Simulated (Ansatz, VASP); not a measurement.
**Two plane-wave programs on Bi2Se3**

```
Bi Se
1.0
     2.07150    1.19598    9.54533
    -2.07150    1.19598    9.54533
     0.00000   -2.39196    9.54533
Bi Se
2 3
Cartesian
  0.0000 0.0000 11.4773
  0.0000 0.0000 17.1587
  0.0000 0.0000 0.0000
  0.0000 0.0000 6.0622
  0.0000 0.0000 22.5738
```

Alike in both runs: task single point; functional PBE; k mesh 6 × 6 × 6; occupations gaussian, width 0.1 eV; no spin polarisation.

|  | VASP | Ansatz |
| --- | --- | --- |
| version | VASP 6.6.1 | Ansatz 0.2.0 |
| potentials or method | VASP PAW PBE potentials, release 64 (Bi_d, Se), cutoff 520 eV | scalar-relativistic, plane waves, PAW |
| valence electrons in the cell | 48 | 78 |

Ansatz gave:

| Item | Value |
| --- | --- |
| gap on the k mesh at the Fermi level (eV) | 0.22 |
| least direct gap on the mesh (eV) | 0.22 |
| pressure (GPa) | 2.5 |
| rms of the force components (eV/Å) | 0.092 |

Problem. What did VASP give for the same quantities?

Solution. gap on the k mesh at the Fermi level (eV): 0.22; least direct gap on the mesh (eV): 0.22; pressure (GPa): 2.5; rms of the force components (eV/Å): 0.098.

Atom by atom the forces differ by 0.006 eV/Å (rms over components). VASP's potentials hold 48 valence electrons a cell and Ansatz's 78, so a difference there can come from the potentials and not from the codes.

Neither program's run includes spin-orbit coupling.
